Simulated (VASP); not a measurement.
Wanted: the native input for a VASP 6.6.1 run.

```
Task                   : single point
Functional             : r2SCAN
Potentials or basis    : VASP PAW PBE potentials, release 64 (Hf_pv, N)
Cutoff                 : 520 eV
k mesh                 : 12 × 12 × 12
Occupations            : gaussian, width 0.05 eV
Spin                   : no spin polarisation
Dipole correction      : no
Further INCAR settings : ALGO = Normal; EDIFF = 1e-06; NBANDS = 14
```

HfN:

```
Hf N
1.0
     3.08543    0.00000    0.00000
    -1.54272    2.67206    0.00000
     0.00000    0.00000    2.89086
Hf N
1 1
Direct
  0.00000 0.00000 0.00000
  0.66667 0.33333 0.50000
```

One way to write it, as run:

POSCAR

```
HfN
1.0
    3.0854334487      0.0000000000      0.0000000000
   -1.5427167244      2.6720637483      0.0000000000
    0.0000000000      0.0000000000      2.8908649372
Hf N
1 1
Direct
    0.0000000000      0.0000000000      0.0000000000
    0.6666666667      0.3333333333      0.5000000000
```

INCAR.step1

```
SYSTEM = HfN
PREC = Accurate
ENCUT = 520
ISMEAR = 0
SIGMA = 0.05
LREAL = .FALSE.
LASPH = .TRUE.
NELM = 80
NBANDS = 14
GGA = PE
ALGO = Normal
EDIFF = 1E-4
LWAVE = .TRUE.
LCHARG = .FALSE.
```

INCAR.step2

```
SYSTEM = HfN
PREC = Accurate
ENCUT = 520
EDIFF = 1E-6
ISMEAR = 0
SIGMA = 0.05
LREAL = .FALSE.
LASPH = .TRUE.
NELM = 80
ALGO = Normal
ISIF = 2
LWAVE = .FALSE.
LCHARG = .FALSE.
METAGGA = R2SCAN
LMIXTAU = .TRUE.
NBANDS = 14
ISTART = 1
```

KPOINTS

```
regular mesh
0
G
  12 12 12
  0 0 0
```

Potentials or basis: VASP PAW PBE potentials, release 64 (Hf_pv, N).

Launch:

```sh
$ cat potpaw_PBE.64/Hf_pv/POTCAR potpaw_PBE.64/N/POTCAR > POTCAR
$ cp INCAR.step1 INCAR
$ mpirun -np 1 vasp_std > vasp.out
$ cp INCAR.step2 INCAR
$ mpirun -np 1 vasp_std > vasp.out
```

Results of the run:

The pressure is -2.2 GPa and the band gap on the k mesh is zero (an odd number of electrons rules out a gap without spin polarisation).

Caveat: the PAW data sets were made with another functional, which shifts forces and pressure a little; spin-orbit coupling is left out, which moves the levels of the heavy elements.

It took 2.3 min on 1 thread of Intel Xeon 8259CL, on a shared host, peak memory 0.18 GiB.
